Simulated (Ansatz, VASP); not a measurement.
## Ti3Al in VASP and in Ansatz

```
Ti Al
1.0
     2.89548    0.00000    0.00000
    -1.44774    2.50756    0.00000
     0.00000    0.00000    9.13834
Ti Al
3 1
Direct
  0.66667 0.33333 0.00000
  0.33333 0.66667 0.76212
  0.33333 0.66667 0.23788
  0.66667 0.33333 0.50000
```

Alike in both runs: task single point; functional PBEsol; k mesh 15 × 15 × 6; occupations gaussian, width 0.15 eV; no spin polarisation.

|  | VASP | Ansatz |
| --- | --- | --- |
| version | VASP 6.6.1 | Ansatz 0.2.0 |
| potentials or method | VASP PAW PBE potentials, release 64 (Ti_sv, Al), cutoff 520 eV | scalar-relativistic, plane waves, PAW |
| valence electrons in the cell | 39 | 39 |

Ansatz gave:

```
gap on the k mesh at the Fermi level (eV)                     : none
pressure (GPa)                                                : 0.8
traceless stress, the component that is largest in VASP (GPa) : -0.44
rms of the force components (eV/Å)                            : 0.353
```

Problem. Which values does VASP return?

Solution. gap on the k mesh at the Fermi level (eV): none; pressure (GPa): 0.7; traceless stress, the component that is largest in VASP (GPa): -0.39; rms of the force components (eV/Å): 0.348.

VASP's potentials were made for PBE, not for PBEsol, and Ansatz warns of the same on its side. Atom by atom the forces differ by 0.006 eV/Å (rms over components). A gap of «none» marks a metal or a gap that the smearing closes.
